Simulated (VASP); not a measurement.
# In3As (P2/m) in VASP: further runs

Runs on In3As. Level: PBE. Tasks: relaxation of cell and atoms, single point.

Program: VASP 6.6.1. These are calculated values, not measurements. Logs are shortened: lines on timing, memory, paths and dates and some standing lists are left out, and cuts for length are marked.

### 1 The cell of the first run

The structure is monoclinic, space group P2/m (No. 10). Conventional cell: a = 3.970 Å, b = 5.849 Å, c = 4.314 Å, α = 90.00°, β = 107.11°, γ = 90.00°. Within 2.4 Å of In (site symmetry 2) lie 1 As at 1.77 Å and 3 In at 2.30 Å. Within 3.0 Å of In (site symmetry 2/m) lie 4 In at 2.30 Å. Within 2.4 Å of As (site symmetry 2/m) lie 2 In at 1.77 Å.

### 2 Relaxation of cell and atoms, PBE

The input, INCAR:

```
ALGO = Normal ; EDIFF = 1E-6
EDIFFG = -0.04 ; ENCUT = 600
GGA = PE ; IBRION = 2
ISIF = 3 ; ISMEAR = 0
LASPH = T ; LCHARG = F
LREAL = F ; LWAVE = F
NELM = 100 ; NSW = 90
PREC = Accurate ; SIGMA = 0.1
```

The input, KPOINTS:

```
k-points
0
Gamma
  4 4 4
```

The input, POSCAR:

```
In3As
1.0
    3.9703679700      0.0000000000      0.0000000000
    0.0000000000      5.8485861200      0.0000000000
   -1.2691651200      0.0000000000      4.1230420100
In As
3 1
Direct
    0.5000000000      0.8029736000      0.0000000000
    0.5000000000      0.1970264000      0.0000000000
    0.0000000000      0.0000000000      0.0000000000
    0.5000000000      0.5000000000      0.0000000000
```

Potentials or basis: VASP PAW PBE potentials, release 64 (In_d, As).

The run is started by

```
> cat potpaw_PBE.64/In_d/POTCAR potpaw_PBE.64/As/POTCAR > POTCAR
> mpirun -np 1 vasp_std > vasp.out
```

OUTCAR:

```text
EDIFF = 1E-6
   EDIFFG = -0.04
   ENCUT = 600
   GGA = PE
   IBRION = 2
   ISIF = 3
   ISMEAR = 0
   LASPH = T
   LREAL = F
   NELM = 100
   NSW = 90
   PREC = Accurate

 ion  position               nearest neighbor table
   1  0.500  0.803  0.000-   4 1.77   3 2.30   3 2.30   2 2.30   2 3.54
   2  0.500  0.197  0.000-   4 1.77   3 2.30   3 2.30   1 2.30   1 3.54
   3  0.000  0.000  0.000-   1 2.30   2 2.30   1 2.30   2 2.30
   4  0.500  0.500  0.000-   1 1.77   2 1.77

  LATTYP: Found a simple monoclinic cell.
 ALAT       =     3.9703679700
 B/A-ratio  =     1.4730589618
 C/A-ratio  =     1.0865392251
 COS(beta)  =    -0.2941995201

  Lattice vectors:

 A1 = (   3.9703679700,   0.0000000000,   0.0000000000)
 A2 = (   0.0000000000,   5.8485861200,   0.0000000000)
 A3 = (  -1.2691651200,   0.0000000000,   4.1230420100)

Analysis of symmetry for initial positions (statically):
=====================================================================
 Subroutine PRICEL returns:
 Original cell was already a primitive cell.

 Routine SETGRP: Setting up the symmetry group for a
 simple monoclinic supercell.

 Subroutine GETGRP returns: Found  4 space group operations
 (whereof  4 operations were pure point group operations)
 out of a pool of  4 trial point group operations.

The static configuration has the point symmetry C_2h.

Analysis of symmetry for dynamics (positions and initial velocities):
=====================================================================
 Subroutine PRICEL returns:
 Original cell was already a primitive cell.

 Routine SETGRP: Setting up the symmetry group for a
 simple monoclinic supercell.

 Subroutine GETGRP returns: Found  4 space group operations
 (whereof  4 operations were pure point group operations)
 out of a pool of  4 trial point group operations.

The dynamic configuration has the point symmetry C_2h.

 Subroutine INISYM returns: Found  4 space group operations
 (whereof  4 operations are pure point group operations),
 and found     1 'primitive' translations

----------------------------------------------------------------------------------------

                                     Primitive cell

  volume of cell :      95.7413

  direct lattice vectors                    reciprocal lattice vectors
     3.970367970  0.000000000  0.000000000     0.251865824  0.000000000  0.077529969
     0.000000000  5.848586120  0.000000000     0.000000000  0.170981495  0.000000000
    -1.269165120  0.000000000  4.123042010     0.000000000  0.000000000  0.242539367

  length of vectors
     3.970367970  5.848586120  4.313960537     0.263528536  0.170981495  0.242539367

  position of ions in fractional coordinates (direct lattice)
     0.500000000  0.802973600  0.000000000
     0.500000000  0.197026400  0.000000000
     0.000000000  0.000000000  0.000000000
     0.500000000  0.500000000  0.000000000

  ion indices of the primitive-cell ions
   primitive index   ion index
                 1           1
                 2           2
                 3           3
                 4           4

----------------------------------------------------------------------------------------

 KPOINTS: k-points

Automatic generation of k-mesh.
 Grid dimensions read from file:
 generate k-points for:    4    4    4

 Generating k-lattice:

  Cartesian coordinates                     Fractional coordinates (reciprocal lattice)
     0.062966456  0.000000000  0.019382492     0.250000000  0.000000000  0.000000000
     0.000000000  0.042745374  0.000000000     0.000000000  0.250000000  0.000000000
     0.000000000  0.000000000  0.060634842     0.000000000  0.000000000  0.250000000

  Length of vectors
     0.065882134  0.042745374  0.060634842

  Shift w.r.t. Gamma in fractional coordinates (k-lattice)
     0.000000000  0.000000000  0.000000000

 Subroutine IBZKPT returns following result:
 ===========================================

 Found     30 irreducible k-points:

 Following reciprocal coordinates:
            Coordinates               Weight
  0.000000  0.000000  0.000000      1.000000
  0.250000  0.000000  0.000000      2.000000
  0.500000  0.000000  0.000000      1.000000
  0.000000  0.250000  0.000000      2.000000
  0.250000  0.250000  0.000000      4.000000
  0.500000  0.250000  0.000000      2.000000
[... 16 lines left out ...]
  0.250000  0.000000  0.500000      2.000000
  0.500000  0.000000  0.500000      1.000000
 [... further k-points ...]
   k-points           NKPTS =     30   k-points in BZ     NKDIM =     30   number of bands    NBANDS=     26
   number of dos      NEDOS =    301   number of ions     NIONS =      4
   total plane-waves  NPLWV =  55296
   dimension x,y,z NGX =    32 NGY =   48 NGZ =   36
   dimension x,y,z NGXF=    64 NGYF=   96 NGZF=   72
   ions per type =               3   1
   NGX,Y,Z   is equivalent  to a cutoff of  13.40, 13.64, 13.87 a.u.
   NGXF,Y,Z  is equivalent  to a cutoff of  26.80, 27.29, 27.75 a.u.
 SYSTEM =  unknown system
   PREC   = accura    normal or accurate (medium, high low for compatibility)
   ISTART =      0    job   : 0-new  1-cont  2-samecut
   ICHARG =      2    charge: 1-file 2-atom 10-const
   ISPIN  =      1    spin polarized calculation?
   LNONCOLLINEAR =      F non collinear calculations
   LSORBIT =      F    spin-orbit coupling
   LASPH  =      T    aspherical Exc in radial PAW
   ENCUT  =  600.0 eV  44.10 Ry    6.64 a.u.   7.93 11.68  8.62*2*pi/ulx,y,z
   NELM   =    100;   NELMIN=  2; NELMDL= -5     # of ELM steps
   EDIFF  = 0.1E-05   stopping-criterion for ELM
   LREAL  =      F    real-space projection
   EDIFFG = -.4E-01   stopping-criterion for IOM
   NSW    =     90    number of steps for IOM
   IBRION =      2    ionic relax: 0-MD 1-quasi-New 2-CG
   NFREE  =      1    steps in history (QN), initial steepest desc. (CG)
   ISIF   =      3    stress and relaxation
   ISYM   =      2    0-nonsym 1-usesym 2-fastsym
   POTIM  = 0.5000    time-step for ionic-motion
   TEBEG  =    0.0;   TEEND  =   0.0 temperature during run
   PSTRESS=    0.0 pullay stress
   NELECT =      44.0000    total number of electrons
   NUPDOWN=      -1.0000    fix difference up-down
   EMIN   =  10.00;   EMAX   =-10.00  energy-range for DOS
   EFERMI =   0.00;   METHOD = LEGACY
   ISMEAR =     0;   SIGMA  =   0.10  broadening in eV -4-tet -1-fermi 0-gaus
   EFERMI_NEDOS =   21; number of points for ismear=-14 and -15
   IALGO  =     38    algorithm
   IMIX   =      4    mixing-type and parameters
     AMIX     =   0.40;   BMIX     =  1.00
     AMIX_MAG =   1.60;   BMIX_MAG =  1.00
  volume/ion in A,a.u.               =      23.94       161.52
  Fermi-wavevector in a.u.,A,eV,Ry     =   1.263357  2.387398 21.715846  1.596070
  Thomas-Fermi vector in A             =   2.396718
   LORBIT       =      0    0 simple, 1 ext, 2 COOP (PROOUT), +10 PAW based schemes
   GGA     = PE    functional components
   LHFCALC =     F    Hartree Fock is set to
   AEXX    =    0.0000 exact exchange contribution
   IVDW    =     0    specifies the selected vdW correction
   LEPSILON=     F    determine dielectric tensor
   LRPA    =     F    only Hartree local field effects (RPA)
 conjugate gradient relaxation of ions
 non-spin polarized calculation
 Gauss-broadening in eV      SIGMA  =   0.10
  energy-cutoff  :      600.00
  volume of cell :       95.74
 maximum number of plane-waves:      3222
   NGX = 15   NGY = 23   NGZ = 17

--------------------------------------- Ionic step        1  -------------------------------------------

 number of electron      43.9999993 magnetization

 Free energy of the ion-electron system (eV)
  ---------------------------------------------------
  ext. energy  EPLUGINS =         0.00000000
  ---------------------------------------------------
  free energy    TOTEN  =        12.16528029 eV

  energy without entropy =       12.17377604  energy(sigma->0) =       12.16952817

------------------------ aborting loop because EDIFF is reached ----------------------------------------

  FORCE on cell =-STRESS in cart. coord.  units (eV):
  Direction    XX          YY          ZZ          XY          YZ          ZX
  --------------------------------------------------------------------------------------
  -------------------------------------------------------------------------------------
  Total       48.0251142    148.6108881     -0.4100840      0.0000000      0.0000000      0.4398248
  in kB      803.6733760   2486.9199389     -6.8625262      0.0000000      0.0000000      7.3602208
  external PRESSURE =    1094.5769296 kB  Pullay stress =       0.0000000 kB
[... 95 lines left out ...]
  FREE ENERGIE OF THE ION-ELECTRON SYSTEM (eV)
  ---------------------------------------------------
  free  energy   TOTEN  =        18.5246979981 eV

  energy  without entropy=       18.5979759183  energy(sigma->0) =       18.56133696

 E-fermi :  -0.0076     XC(G=0):  -5.9251

 val. band max:       -0.0300123903   @ k =  -0.2500   0.0000   0.2500
 cond. band min:      -0.0009416437   @ k =   0.2500   0.5000   0.2500
 fundamental gap:      0.0290707466
 Fermi energy:        -0.0075902142

 k-point     1 :       0.0000    0.0000    0.0000
  band No.  band energies     occupation
      1     -16.4512      2.00000
      2     -15.8638      2.00000
      3     -15.7624      2.00000
      4     -15.6354      2.00000
      5     -15.4323      2.00000
      6     -15.1664      2.00000
[... 685 lines left out ...]
     25       0.1654      0.01442
     26       0.9145      0.00000

 [... further k-points ...]

 E-fermi :   5.9102     XC(G=0):  -9.3708

 val. band max:        5.9099306728   @ k =   0.0000   0.5000   0.2500
 cond. band min:       5.9219714197   @ k =   0.5000   0.5000   0.5000
 fundamental gap:      0.0120407469
 Fermi energy:         5.9102291945

 k-point     1 :       0.0000    0.0000    0.0000
  band No.  band energies     occupation
      1     -10.0120      2.00000
      2      -9.9763      2.00000
      3      -9.8533      2.00000
      4      -9.4477      2.00000
      5      -9.1995      2.00000
      6      -9.1961      2.00000
[... 685 lines left out ...]
     25       7.7570      0.00000
     26      10.1435      0.00000

 [... further k-points ...]

[... ionic steps 4 to 34 ...]

--------------------------------------- Ionic step       35  -------------------------------------------

 number of electron      43.9999994 magnetization

------------------------ aborting loop because EDIFF is reached ----------------------------------------

  FORCE on cell =-STRESS in cart. coord.  units (eV):
  Direction    XX          YY          ZZ          XY          YZ          ZX
  --------------------------------------------------------------------------------------
  -------------------------------------------------------------------------------------
  Total       -0.6939032     -0.3060088     -0.4441684      0.0000000      0.0000000      0.1678271
  in kB       -8.4956392     -3.7465456     -5.4380706      0.0000000      0.0000000      2.0547519
  external PRESSURE =      -5.8934185 kB  Pullay stress =       0.0000000 kB
[... 61 lines left out ...]
  energy  without entropy=      -11.0825157147  energy(sigma->0) =      -11.09728943

--------------------------------------- Ionic step       37  -------------------------------------------

 number of electron      43.9999957 magnetization

 Free energy of the ion-electron system (eV)
  ---------------------------------------------------
  ext. energy  EPLUGINS =         0.00000000
  ---------------------------------------------------
  free energy    TOTEN  =       -11.11452520 eV

  energy without entropy =      -11.08426349  energy(sigma->0) =      -11.09939434

 E-fermi :   4.2473     XC(G=0):  -8.8439

 val. band max:        4.2446707295   @ k =   0.2500   0.0000   0.2500
 cond. band min:       4.2671939775   @ k =   0.2500   0.2500   0.2500
 fundamental gap:      0.0225232480
 Fermi energy:         4.2472586624

 k-point     1 :       0.0000    0.0000    0.0000
  band No.  band energies     occupation
      1     -10.6059      2.00000
      2     -10.4610      2.00000
      3     -10.4397      2.00000
      4     -10.3543      2.00000
      5     -10.3010      2.00000
      6     -10.1026      2.00000
[... 685 lines left out ...]
     25       5.6866      0.00000
     26       7.2683      0.00000

 [... further k-points ...]

------------------------ aborting loop because EDIFF is reached ----------------------------------------

  FORCE on cell =-STRESS in cart. coord.  units (eV):
  Direction    XX          YY          ZZ          XY          YZ          ZX
  --------------------------------------------------------------------------------------
  -------------------------------------------------------------------------------------
  Total        0.0824522     -0.0553732      0.1549746      0.0000000      0.0000000      0.0523745
  in kB        1.0416771     -0.6995697      1.9579044      0.0000000      0.0000000      0.6616838
  external PRESSURE =       0.7666706 kB  Pullay stress =       0.0000000 kB
[... 19 lines left out ...]
  FREE ENERGIE OF THE ION-ELECTRON SYSTEM (eV)
  ---------------------------------------------------
  free  energy   TOTEN  =       -11.1145252032 eV

  energy  without entropy=      -11.0842634856  energy(sigma->0) =      -11.09939434

 reached required accuracy - stopping structural energy minimisation
```

It took 27 min on 1 thread of Intel Xeon Platinum 8488C (Sapphire Rapids), shared host; peak memory 0.29 GiB.

Results:

```
Free energy                            : -11.1145 eV
Relaxed volume                         : 31.70 Å³/atom
Relaxed cell                           : a = 5.127 Å, b = 9.194 Å, c = 2.974 Å, α = 90.00°, β = 115.21°, γ = 90.00°
Space group after relaxing (to 0.05 Å) : P2/m (No. 10)
Energy gained by relaxing              : 5820.0 meV/atom
Ionic steps                            : 37
Pressure after relaxing                : 0.1 GPa
Band gap on the k mesh                 : zero (band 22 reaches 5.04 eV, above the bottom of band 23 at 3.64 eV)
```

The path:
```tsv
step	energy change (eV)	largest force (eV/Å)	pressure (GPa)	volume (Å³)
1	0.0000	18.9871	109.46	95.74
2	66.9127	170.0620	-32.70	420.10
3	6.3594	58.3451	21.66	225.19
4	129.3284	1.9573	-80.18	552.11
5	-14.1570	2.3307	-10.07	279.26
6	-15.2731	3.5465	-6.72	267.27
7	-15.7945	6.3388	-2.51	253.52
8	-15.7951	6.6370	-2.17	252.49
9	-16.6661	8.9831	2.08	229.80
10	-16.7600	10.1472	3.58	219.99
11	-17.7887	7.6561	2.33	214.99
12	-19.7507	3.5333	-0.29	200.12
13	-21.9726	1.2519	-2.16	171.18
14	16.4971	76.2546	106.12	117.02
15	-20.6591	4.9061	0.66	170.15
16	-21.9317	1.2527	3.50	142.92
17	-22.0727	1.8395	0.46	152.63
18	-22.1693	0.9398	1.03	148.95
19	-22.1680	0.5522	1.38	147.60
20	-22.3189	0.9404	0.00	150.94
21	-22.3590	1.1194	-0.75	153.30
22	-22.3621	1.1661	-1.02	154.13
23	-22.4497	1.0105	-1.12	152.26
24	-22.6927	0.6970	-1.27	146.58
25	-23.0783	0.2023	-0.32	134.92
26	-21.5816	2.7711	13.01	110.43
27	-23.1055	0.4886	0.15	132.51
28	-23.1133	0.6194	0.50	131.03
29	-23.2170	0.4784	0.28	129.62
30	-23.2220	0.3504	0.67	127.86
31	-23.2405	0.4326	0.39	128.83
32	-23.2409	0.4027	0.46	128.56
33	-23.2413	0.4104	0.44	128.64
34	-23.2671	0.1819	-0.34	130.32
35	-23.2687	0.1158	-0.59	130.86
36	-23.2773	0.0608	-0.29	128.93
37	-23.2798	0.0005	0.08	126.82
```

Final structure:
```
In As
1.0
     5.11841    0.00000    0.29196
     0.00000    9.19401    0.00000
    -1.41773    0.00000    2.61401
In As
3 1
Direct
  0.50000 0.79735 0.00000
  0.50000 0.20265 0.00000
  0.00000 0.00000 0.00000
  0.50000 0.50000 0.00000
```

Caveat: the k points lie up to 0.58 Å⁻¹ apart in the final cell; the volume moved by over 15 % at a fixed basis, so the end points are rough; spin-orbit coupling is left out, which moves the levels of the heavy elements.

### 3 Single point, PBE

The input, INCAR:

```
SYSTEM = In3As
PREC     = Accurate       ! precision mode
ENCUT    = 520            ! plane-wave cutoff, eV
EDIFF    = 1E-6           ! SCF threshold, eV
ISMEAR   = 0              ! smearing method
SIGMA    = 0.1            ! smearing width, eV
LREAL    = .FALSE.        ! projectors in reciprocal space
LASPH    = .TRUE.         ! aspherical terms in the spheres
NELM     = 80             ! most SCF steps
ALGO     = Normal         ! electronic algorithm
ISIF     = 2              ! what is computed and relaxed
LWAVE    = .FALSE.        ! write WAVECAR
LCHARG   = .FALSE.        ! write CHGCAR
GGA      = PE             ! functional
NBANDS   = 30             ! bands
```

The input, KPOINTS:

```
regular mesh
0
G
  4 4 4
  0 0 0
```

POSCAR is that of step 2.

Potentials or basis: VASP PAW PBE potentials, release 64 (In_d, As).

The run is started by

```
> cat potpaw_PBE.64/In_d/POTCAR potpaw_PBE.64/As/POTCAR > POTCAR
> mpirun -np 1 vasp_std > vasp.out
```

Wall time 86 s (1 thread of Intel Xeon Platinum 8259CL at 2.50GHz (Skylake/Cascade Lake), shared host); peak memory 0.23 GiB.

The run converged. Its results:

| Item | Value |
| --- | --- |
| Free energy | 12.1663 eV |
| Pressure | 109.4 GPa |
| Largest force | 18.988 eV/Å |
| Band gap on the k mesh | zero (band 22 reaches 9.62 eV, above the bottom of band 23 at 6.33 eV) |

Forces in eV/Å, atoms in the order of the input:
```
In    0.000  18.988   0.000
In    0.000 -18.988   0.000
In    0.000   0.000   0.000
As    0.000   0.000   0.000
```

Stress tensor (GPa, compression positive):
```
 80.32   0.00   0.74
  0.00 248.65   0.00
  0.74   0.00  -0.74
```

Levels at points of the mesh, in eV from the Fermi level:
| k point | band 20 | band 21 | band 22 | band 23 | band 24 | band 25 |
| --- | --- | --- | --- | --- | --- | --- |
| (0.00, 0.00, 0.00) | -3.52 | 1.28 | 1.90 | 2.41 | 2.73 | 3.06 |
| (0.50, 0.00, 0.00) | -3.05 | -2.79 | -2.05 | 1.06 | 3.01 | 3.18 |
| (0.00, 0.50, 0.00) | -1.81 | -1.71 | -1.40 | -1.40 | 2.88 | 3.56 |
| (0.50, 0.50, 0.00) | -4.01 | -2.25 | 0.11 | 1.26 | 1.28 | 2.10 |
| (0.00, 0.00, 0.50) | -3.84 | -1.11 | 0.19 | 1.75 | 2.22 | 3.10 |
| (0.50, 0.00, 0.50) | -4.07 | -2.55 | -1.83 | -0.59 | 1.55 | 1.62 |
| (0.00, 0.50, 0.50) | -4.03 | -1.96 | -1.82 | -0.77 | 2.53 | 3.90 |
| (0.50, 0.50, 0.50) | -3.91 | -3.16 | -1.49 | -0.41 | 1.45 | 2.45 |

Caveat: the k points lie up to 0.41 Å⁻¹ apart; spin-orbit coupling is left out, which moves the levels of the heavy elements; forces of over 1 eV/Å act on the atoms, so gaps and moduli don't describe the material at rest.
